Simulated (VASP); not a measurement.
Crystal: BaZrO3.

```
Ba Zr O
1.0
     4.19134    0.00000    0.00000
     0.00000    4.19134    0.00000
     0.00000    0.00000    4.19134
Ba Zr O
1 1 3
Direct
  0.00000 0.00000 0.00000
  0.50000 0.50000 0.50000
  0.00000 0.50000 0.50000
  0.50000 0.00000 0.50000
  0.50000 0.50000 0.00000
```

| Quantity | Value |
| --- | --- |
| Program | VASP 6.6.1 |
| Task | relaxation of cell and atoms |
| Functional | LDA |
| Potentials or basis | VASP PAW LDA potentials, release 64 (Ba_sv, Zr_sv, O) |
| Cutoff | 600 eV |
| k mesh | 8 × 8 × 8 |
| Occupations | fermi-dirac, width 0.05 eV |
| Spin | no spin polarisation |

At the start: pressure -4.0 GPa; volume 14.73 Å³/atom.

**Question.** Where does the relaxation end?

**Answer.** Over 6 steps the energy falls by 4.5 meV/atom and the volume is 14.37 Å³/atom (-2.4 %); space group Pm-3m (No. 221, to 0.05 Å).

The path:
| step | energy change (eV) | largest force (eV/Å) | pressure (GPa) | volume (Å³) |
| --- | --- | --- | --- | --- |
| 1 | 0.0000 | 0.0000 | -4.00 | 73.63 |
| 2 | 0.0126 | 0.0000 | 5.51 | 69.78 |
| 3 | -0.0224 | 0.0000 | -0.03 | 71.89 |
| 4 | -0.0224 | 0.0000 | 0.05 | 71.85 |
| 5 | -0.0224 | 0.0000 | -0.05 | 71.89 |
| 6 | -0.0224 | 0.0000 | -0.01 | 71.87 |

Final structure:
```
Ba Zr O
1.0
     4.15774    0.00000    0.00000
     0.00000    4.15774    0.00000
     0.00000    0.00000    4.15774
Ba Zr O
1 1 3
Direct
  0.00000 0.00000 0.00000
  0.50000 0.50000 0.50000
  0.00000 0.50000 0.50000
  0.50000 0.00000 0.50000
  0.50000 0.50000 0.00000
```
